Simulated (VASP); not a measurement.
Li7S:

```
Li S
1.0
     3.16335    1.82636    3.07653
    -3.16335    1.82636    3.07653
     0.00000   -3.65273    3.07653
Li S
7 1
Cartesian
  1.6332 -0.9429 6.3369
  0.0000 1.8858 6.3369
  -1.6332 -0.9429 6.3369
  1.3364 -0.7716 3.6600
  0.0000 1.5431 3.6600
  -1.3364 -0.7716 3.6600
  0.0000 0.0000 0.9674
  0.0000 0.0000 4.1415
```

The cell was generated, and may not be a known phase.

| Item | Value |
| --- | --- |
| Program | VASP 6.6.1 |
| Task | relaxation of cell and atoms |
| Functional | PBE |
| Potentials or basis | VASP PAW PBE potentials, release 64 (Li_sv, S) |
| Cutoff | 600 eV |
| k mesh | 6 × 6 × 6 |
| Occupations | gaussian, width 0.1 eV |
| Spin | no spin polarisation |

At the start: pressure 34.8 GPa; volume 13.33 Å³/atom.

Problem. How do energy, volume and symmetry change on relaxing?

Solution. Over 27 steps the energy falls by 1548.1 meV/atom and the volume is 18.75 Å³/atom (+40.6 %); space group R3m (No. 160, to 0.1 Å) before and after.

Step by step:
| step | energy change (eV) | largest force (eV/Å) | pressure (GPa) | volume (Å³) |
| --- | --- | --- | --- | --- |
| 1 | 0.0000 | 10.7982 | 34.79 | 106.65 |
| 2 | -9.3510 | 1.5179 | -0.86 | 156.19 |
| 3 | -9.3539 | 1.5062 | -0.97 | 156.86 |
| 4 | -9.9226 | 1.2530 | -1.26 | 154.80 |
| 5 | -10.4383 | 0.8656 | -1.61 | 149.31 |
| 6 | -10.8260 | 0.7891 | -0.35 | 142.33 |
| 7 | -11.2174 | 0.5081 | 4.70 | 122.53 |
| 8 | -11.2562 | 0.4847 | 3.11 | 127.68 |
| 9 | -11.5265 | 0.2598 | 1.31 | 135.44 |
| 10 | -11.5559 | 0.4957 | 0.61 | 139.49 |
| 11 | -11.6385 | 0.2831 | -0.01 | 143.36 |
| 12 | -11.7238 | 0.3063 | -1.06 | 151.27 |
| 13 | -11.7860 | 0.3196 | -0.80 | 150.84 |
| 14 | -11.9396 | 0.5043 | 0.00 | 149.28 |
| 15 | -12.0131 | 1.0040 | 1.93 | 145.03 |
| 16 | -12.0338 | 0.8721 | 1.28 | 146.50 |
| 17 | -12.1022 | 0.8148 | 1.10 | 148.51 |
| 18 | -12.1741 | 0.6839 | 0.68 | 152.24 |
| 19 | -12.1761 | 0.6522 | 0.56 | 153.12 |
| 20 | -12.2276 | 0.5462 | 0.06 | 154.99 |
| 21 | -12.2850 | 0.3033 | -1.02 | 159.65 |
| 22 | -12.3284 | 0.1980 | -0.58 | 155.73 |
| 23 | -12.3619 | 0.0821 | 0.45 | 147.94 |
| 24 | -12.3740 | 0.0855 | 0.20 | 148.39 |
| 25 | -12.3760 | 0.1153 | 0.06 | 148.67 |
| 26 | -12.3813 | 0.0781 | -0.05 | 149.15 |
| 27 | -12.3851 | 0.0214 | -0.22 | 149.96 |

Final structure:
```yaml
crystal:
  lattice:
    - [3.39762, 1.96161, 3.75010]
    - [-3.39762, 1.96161, 3.75010]
    - [0.00000, -3.92323, 3.75010]
  atoms:
    - { symbol: Li, position: [0.81526, 0.22125, 0.81526] }
    - { symbol: Li, position: [0.81526, 0.81526, 0.22125] }
    - { symbol: Li, position: [0.22125, 0.81526, 0.81526] }
    - { symbol: Li, position: [0.53777, 0.11956, 0.53777] }
    - { symbol: Li, position: [0.53777, 0.53777, 0.11956] }
    - { symbol: Li, position: [0.11956, 0.53777, 0.53777] }
    - { symbol: Li, position: [0.17283, 0.17283, 0.17283] }
    - { symbol: S, position: [0.58322, 0.58322, 0.58322] }
```

Caveat: the cutoff is under 1.25 times the usual one of these potentials, so pressure, stress and relaxed cells hold a basis-set (Pulay) error; the volume moved by over 15 % at a fixed basis, so the end points are rough.
